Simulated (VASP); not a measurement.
A run of VASP 6.6.1 is set up as follows.

File INCAR:

```
PREC = Accurate ; ENCUT = 520
EDIFF = 1E-7 ; ISMEAR = -1
SIGMA = 0.05 ; LREAL = False
LASPH = True ; NELM = 100
ALGO = Normal ; ISIF = 2
LWAVE = False ; LCHARG = True
GGA = CA ; LELF = True
LVHAR = True ; NBANDS = 18
```

KPOINTS

```
regular mesh
0
Gamma
  12 12 7
```

File POSCAR:

```
Cu
1.0
    2.5837974578      0.0000000000      0.0000000000
   -1.2918987289      2.2376342367      0.0000000000
    0.0000000000      0.0000000000      4.1932301247
Cu
2
Direct
    0.6666666667      0.3333333333      0.7500000000
    0.3333333333      0.6666666667      0.2500000000
```

Potentials or basis: VASP PAW LDA potentials, release 64 (Cu).

Launch:

```console
$ cat potpaw_LDA.64/Cu/POTCAR > POTCAR
$ mpirun -np 1 vasp_std > vasp.out
```

Question: What does it give for the band gap on the k mesh?

Answer: Zero (band 11 reaches 10.91 eV, above the bottom of band 12 at 5.14 eV).

Question: Predict the pressure.

Answer: -14.3 GPa.

Stress tensor (GPa, compression positive):
```
-14.21   0.00   0.00
  0.00 -14.21   0.00
  0.00   0.00 -14.53
```
